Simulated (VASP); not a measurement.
# Ni (Fm-3m) in VASP: further runs

The runs below take Ni through single point, with LDA.

Everything below comes from runs of VASP 6.6.1. Logs are shortened: lines on timing, memory, paths and dates and some standing lists are left out, and cuts for length are marked.

**1. The cell of the first run**

The structure is cubic, space group Fm-3m (No. 225). The conventional cell has a = 3.524 Å, b = 3.524 Å, c = 3.524 Å, α = 90.00°, β = 90.00°, γ = 90.00°. Ni (site symmetry m-3m) has 12 Ni at 2.49 Å within 3.3 Å.

**2. Single point, LDA, collinear spin, ferrimagnetic start**

The input, INCAR:

```
  PREC = Accurate
  ENCUT = 520
  EDIFF = 1E-6
  ISMEAR = -1
  SIGMA = 0.1
  LREAL = F
  LASPH = T
  NELM = 150
  ALGO = Normal
  ISIF = 2
  LWAVE = F
  LCHARG = T
  ISPIN = 2
  MAGMOM = 0.6 0.6 0.6 -0.6
  LORBIT = 11
  LMAXMIX = 4
  GGA = CA
  LELF = T
  LVHAR = T
  NBANDS = 32
```

The input, KPOINTS:

```
regular mesh
0
Gamma
  9 9 9
```

The input, POSCAR:

```
Ni
1.0
    3.5238700000      0.0000000000      0.0000000000
    0.0000000000      3.5238700000      0.0000000000
    0.0000000000      0.0000000000      3.5238700000
Ni
4
Direct
    0.0000000000      0.0000000000      0.0000000000
    0.5000000000      0.5000000000      0.0000000000
    0.5000000000      0.0000000000      0.5000000000
    0.0000000000      0.5000000000      0.5000000000
```

Potentials or basis: VASP PAW LDA potentials, release 64 (Ni).

On the command line:

```sh
> cat potpaw_LDA.64/Ni/POTCAR > POTCAR
> mpirun -np 1 vasp_std > vasp.out
```

OUTCAR:

```text
PREC = Accurate
   ENCUT = 520
   EDIFF = 1E-6
   ISMEAR = -1
   LREAL = F
   LASPH = T
   NELM = 150
   ISIF = 2
   ISPIN = 2
   LORBIT = 11
   GGA = CA

 ion  position               nearest neighbor table
   1  0.000  0.000  0.000-   2 2.49   3 2.49   4 2.49   3 2.49   4 2.49   2 2.49   4 2.49   4 2.49
                             2 2.49   3 2.49   3 2.49   2 2.49
   2  0.500  0.500  0.000-   1 2.49   3 2.49   4 2.49   3 2.49   4 2.49   1 2.49   3 2.49   3 2.49
                             1 2.49   4 2.49   4 2.49   1 2.49
   3  0.500  0.000  0.500-   1 2.49   2 2.49   4 2.49   1 2.49   2 2.49   2 2.49   4 2.49   2 2.49
                             1 2.49   4 2.49   1 2.49   4 2.49
   4  0.000  0.500  0.500-   1 2.49   2 2.49   3 2.49   1 2.49   2 2.49   1 2.49   3 2.49   1 2.49
                             2 2.49   3 2.49   2 2.49   3 2.49

  LATTYP: Found a simple cubic cell.
 ALAT       =     3.5238700000

  Lattice vectors:

 A1 = (   3.5238700000,   0.0000000000,   0.0000000000)
 A2 = (   0.0000000000,   3.5238700000,   0.0000000000)
 A3 = (   0.0000000000,   0.0000000000,   3.5238700000)

Analysis of symmetry for initial positions (statically):
=====================================================================
 Subroutine PRICEL returns following result:

  LATTYP: Found a face centered cubic cell.
 ALAT       =     3.5238700000

  Lattice vectors:

 A1 = (   1.7619350000,  -1.7619350000,   0.0000000000)
 A2 = (   1.7619350000,   0.0000000000,   1.7619350000)
 A3 = (   0.0000000000,  -1.7619350000,   1.7619350000)

   4 primitive cells build up your supercell.

 Routine SETGRP: Setting up the symmetry group for a
 simple cubic supercell.

 Subroutine GETGRP returns: Found 48 space group operations
 (whereof 48 operations were pure point group operations)
 out of a pool of 48 trial point group operations.

The static configuration has the point symmetry O_h .

Analysis of symmetry for dynamics (positions and initial velocities):
=====================================================================
 Subroutine PRICEL returns following result:

  LATTYP: Found a face centered cubic cell.
 ALAT       =     3.5238700000

  Lattice vectors:

 A1 = (   1.7619350000,  -1.7619350000,   0.0000000000)
 A2 = (   1.7619350000,   0.0000000000,   1.7619350000)
 A3 = (   0.0000000000,  -1.7619350000,   1.7619350000)

   4 primitive cells build up your supercell.

[... 150 lines left out ...]
   LORBIT       =     11    0 simple, 1 ext, 2 COOP (PROOUT), +10 PAW based schemes
   GGA     = CA    functional components
   LHFCALC =     F    Hartree Fock is set to
   AEXX    =    0.0000 exact exchange contribution
   IVDW    =     0    specifies the selected vdW correction
   LEPSILON=     F    determine dielectric tensor
   LRPA    =     F    only Hartree local field effects (RPA)
 spin polarized calculation
  energy-cutoff  :      520.00
  volume of cell :       43.76
 maximum number of plane-waves:      1197
 NGX is ok and might be reduce to    28
   NGX = 13   NGY = 13   NGZ = 13

 number of electron      39.9999974 magnetization       2.3114579

 Free energy of the ion-electron system (eV)
  ---------------------------------------------------
  ext. energy  EPLUGINS =         0.00000000
  ---------------------------------------------------
  free energy    TOTEN  =       -26.21856067 eV

  energy without entropy =      -25.99041959  energy(sigma->0) =      -26.10449013

 E-fermi :   8.9326     XC(G=0): -13.5795

 val. band max:        8.9246967235   @ k =   0.3333   0.3333   0.0000
 cond. band min:       8.9361897676   @ k =   0.4444   0.3333   0.3333
 fundamental gap:      0.0114930441
 Fermi energy:         8.9326488002

 spin component 1

 k-point     1 :       0.0000    0.0000    0.0000
  band No.  band energies     occupation
      1       0.0032      1.00000
      2       4.3802      1.00000
      3       4.3803      1.00000
      4       4.3803      1.00000
      5       4.8679      1.00000
      6       4.8679      1.00000
[... 829 lines left out ...]
     31      25.2279      0.00000
     32      26.5267      0.00000

 [... further k-points ...]

 spin component 2

 k-point     1 :       0.0000    0.0000    0.0000
  band No.  band energies     occupation
      1       0.0423      1.00000
      2       4.7284      1.00000
      3       4.7285      1.00000
      4       4.7285      1.00000
      5       5.3570      1.00000
      6       5.3570      1.00000
[... 829 lines left out ...]
     31      25.3606      0.00000
     32      26.6538      0.00000

 [... further k-points ...]

------------------------ aborting loop because EDIFF is reached ----------------------------------------

  FORCE on cell =-STRESS in cart. coord.  units (eV):
  Direction    XX          YY          ZZ          XY          YZ          ZX
  --------------------------------------------------------------------------------------
  -------------------------------------------------------------------------------------
  Total       -4.7625482     -4.7625482     -4.7625482      0.0000000     -0.0000000      0.0000000
  in kB     -174.3774524   -174.3774524   -174.3774524      0.0000000     -0.0000000      0.0000000
  external PRESSURE =    -174.3774524 kB  Pullay stress =       0.0000000 kB

 VOLUME and BASIS-vectors are now :
 -----------------------------------------------------------------------------
  energy-cutoff  :      520.00
  volume of cell :       43.76
      direct lattice vectors                 reciprocal lattice vectors
     3.523870000  0.000000000  0.000000000     0.283778914  0.000000000  0.000000000
     0.000000000  3.523870000  0.000000000     0.000000000  0.283778914  0.000000000
     0.000000000  0.000000000  3.523870000     0.000000000  0.000000000  0.283778914

 POSITION                                       TOTAL-FORCE (eV/Angst)
 -----------------------------------------------------------------------------------
      0.00000      0.00000      0.00000         0.000000      0.000000      0.000000
      1.76194      1.76194      0.00000         0.000000      0.000000      0.000000
      1.76194      0.00000      1.76194         0.000000      0.000000      0.000000
      0.00000      1.76194      1.76194         0.000000      0.000000      0.000000
 -----------------------------------------------------------------------------------
    total drift:                                0.000000      0.000000      0.000000

  FREE ENERGIE OF THE ION-ELECTRON SYSTEM (eV)
  ---------------------------------------------------
  free  energy   TOTEN  =       -26.2185606705 eV

  energy  without entropy=      -25.9904195875  energy(sigma->0) =      -26.10449013

 total charge

# of ion       s       p       d       tot
------------------------------------------
    1        0.497   0.490   8.324   9.311
    2        0.497   0.490   8.324   9.311
    3        0.497   0.490   8.324   9.311
    4        0.497   0.490   8.324   9.311
--------------------------------------------------
tot          1.987   1.961  33.296  37.244

 magnetization (x)

# of ion       s       p       d       tot
------------------------------------------
    1       -0.005  -0.017   0.605   0.583
    2       -0.005  -0.017   0.605   0.583
    3       -0.005  -0.017   0.605   0.583
    4       -0.005  -0.017   0.605   0.583
--------------------------------------------------
tot         -0.019  -0.070   2.422   2.332
```

stdout:

```text
POSCAR found type information on POSCAR Ni
 POSCAR found :  1 types and       4 ions
 scaLAPACK will be used
 LDA part: xc-table for (Slater(with rela. corr.)+CA(PZ))
 , standard interpolation
 POSCAR, INCAR and KPOINTS ok, starting setup
 FFT: planning ... GRIDC
 FFT: planning ... GRID_SOFT
 FFT: planning ... GRID
 WAVECAR not read
 entering main loop
```

It took 88 s on 1 thread of Intel Xeon Platinum 8375C at 2.90GHz (Ice Lake), shared host; peak memory 0.19 GiB.

Results:

- Free energy: -26.2186 eV
- Pressure: -17.4 GPa
- Net moment: 2.31 μB per cell
- Site moments: Ni +0.58 μB
- Valence electrons inside the program's atomic spheres: Ni 9.31

Levels at points of the mesh, in eV from the Fermi level:
Spin up:
```tsv
k point	band 18	band 19	band 20	band 21	band 22	band 23	band 24	band 25
(0.00, 0.00, 0.00)	-0.32	-0.32	-0.32	-0.32	2.47	2.47	2.47	9.25
```
Spin down:
| k point | band 16 | band 17 | band 18 | band 19 | band 20 | band 21 |
| --- | --- | --- | --- | --- | --- | --- |
| (0.00, 0.00, 0.00) | 0.35 | 0.35 | 0.35 | 0.35 | 0.35 | 0.35 |

Caveat: the cell stands under tension.

**3. Single point, LDA, collinear spin, ferrimagnetic start**

The input, INCAR:

```
SYSTEM = Ni
ALGO = Normal ; EDIFF = 1E-6
ENCUT = 520 ; ISIF = 2
ISMEAR = -1 ; ISPIN = 2
LASPH = .True. ; LCHARG = .False.
LMAXMIX = 4 ; LORBIT = 11
LREAL = .False. ; LWAVE = .False.
MAGMOM = 0.6 0.6 0.6 -0.6 ; NBANDS = 32
NELM = 150 ; PREC = Accurate
SIGMA = 0.1
```

The input, KPOINTS:

```
k-points
0
Gamma
  9 9 9
  0 0 0
```

POSCAR is that of step 2.

Potentials or basis: VASP PAW LDA potentials, release 64 (Ni).

On the command line:

```sh
> cat potpaw_LDA.64/Ni/POTCAR > POTCAR
> mpirun -np 1 vasp_std > vasp.out
```

Run time: 68 s. Hardware: 1 thread of Intel Xeon Platinum 8375C at 2.90GHz (Ice Lake), shared host; peak memory 0.18 GiB.

It converged, with:

| Property | Result |
| --- | --- |
| Free energy | -26.2186 eV |
| Pressure | -17.4 GPa |
| Net moment | 2.31 μB per cell |
| Site moments | Ni +0.58 μB |
| Valence electrons inside the program's atomic spheres | Ni 9.31 |

Levels at points of the mesh, in eV from the Fermi level:
Spin up:
```tsv
k point	band 19	band 20	band 21	band 22	band 23	band 24
(0.00, 0.00, 0.00)	-0.32	-0.32	-0.32	2.47	2.47	2.47
```
Spin down:
| k point | band 16 | band 17 | band 18 | band 19 | band 20 | band 21 |
| --- | --- | --- | --- | --- | --- | --- |
| (0.00, 0.00, 0.00) | 0.35 | 0.35 | 0.35 | 0.35 | 0.35 | 0.35 |

Caveat: the cell stands under tension.

**4. Single point, LDA, collinear spin, antiferromagnetic start**

The input, INCAR:

```
PREC = Accurate ; ENCUT = 520
EDIFF = 1E-6 ; ISMEAR = -1
SIGMA = 0.1 ; LREAL = F
LASPH = T ; NELM = 150
ALGO = Normal ; ISIF = 2
LWAVE = F ; LCHARG = T
ISPIN = 2 ; MAGMOM = 0.6 0.6 -0.6 -0.6
LORBIT = 11 ; LMAXMIX = 4
GGA = CA ; LELF = T
LVHAR = T ; NBANDS = 32
```

The input, KPOINTS:

```
Automatic mesh
0
Gamma
  9 9 9
```

POSCAR is that of step 3.

On the command line:

```sh
> cat potpaw_LDA.64/Ni/POTCAR > POTCAR
> mpirun -np 1 vasp_std > vasp.out
```

Wall time 1.8 min (1 thread of Intel Xeon Platinum 8375C at 2.90GHz (Ice Lake), shared host); peak memory 0.24 GiB.

The run converged. Its results:

```yaml
Free_energy: -26.1345 eV
Pressure: -18.1 GPa
Band_gap_on_the_k_mesh: zero (filled and empty bands overlap)
Net_moment: 0.00 μB per cell
Valence_electrons_inside_the_program's_atomic_spheres: Ni 9.31
```

Levels at points of the mesh, in eV from the Fermi level:
Spin up:
| k point | band 17 | band 18 | band 19 | band 20 | band 21 | band 22 | band 23 | band 24 |
| --- | --- | --- | --- | --- | --- | --- | --- | --- |
| (0.00, 0.00, 0.00) | 0.14 | 0.14 | 0.14 | 0.14 | 0.14 | 2.60 | 2.60 | 2.60 |
Spin down:
```csv
k point,band 16,band 17,band 18,band 19,band 20,band 21,band 22,band 23,band 24,band 25
"(0.00, 0.00, 0.00)",0.14,0.14,0.14,0.14,0.14,0.14,2.60,2.60,2.60,9.50
```

Caveat: the cell stands under tension; the moments typed at the start vanished in this run.
